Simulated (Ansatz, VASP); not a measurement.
Mg3Sb2 in VASP and in Ansatz

```
Mg Sb
1.0
     4.58200    0.00000    0.00000
    -2.29100    3.96813    0.00000
     0.00000    0.00000    7.24400
Mg Sb
3 2
Cartesian
  0.0000 2.6454 4.5637
  2.2910 1.3227 2.6803
  0.0000 0.0000 0.0000
  0.0000 2.6454 1.7023
  2.2910 1.3227 5.5417
```

Alike in both runs: task electric field gradients; functional PBE; k mesh 7 × 7 × 4; occupations fermi-dirac, width 0.08 eV; no spin polarisation.

|  | VASP | Ansatz |
| --- | --- | --- |
| version | VASP 6.6.1 | Ansatz 0.2.0 |
| potentials or method | VASP PAW PBE potentials, release 64 (Mg, Sb), cutoff 520 eV | all-electron PAW with datasets made for the crystal, scalar-relativistic |

|  | VASP | Ansatz | Ansatz less VASP |
| --- | --- | --- | --- |
| pressure (GPa) | 1.0 | 0.9 | -0.06 |
| traceless stress, the component that is largest in VASP (GPa) | 0.46 | 0.45 | -0.008 |
| rms of the force components (eV/Å) | 0.191 | 0.184 | -0.0067 |
| size of Vzz on the site where it differs most (V/Å²) | 23.8 | 22.5 | -1.30 |

Atom by atom the forces differ by 0.007 eV/Å (rms over components). Ansatz ran all-electron here, and VASP with PAW potentials.

Neither program's run includes spin-orbit coupling.
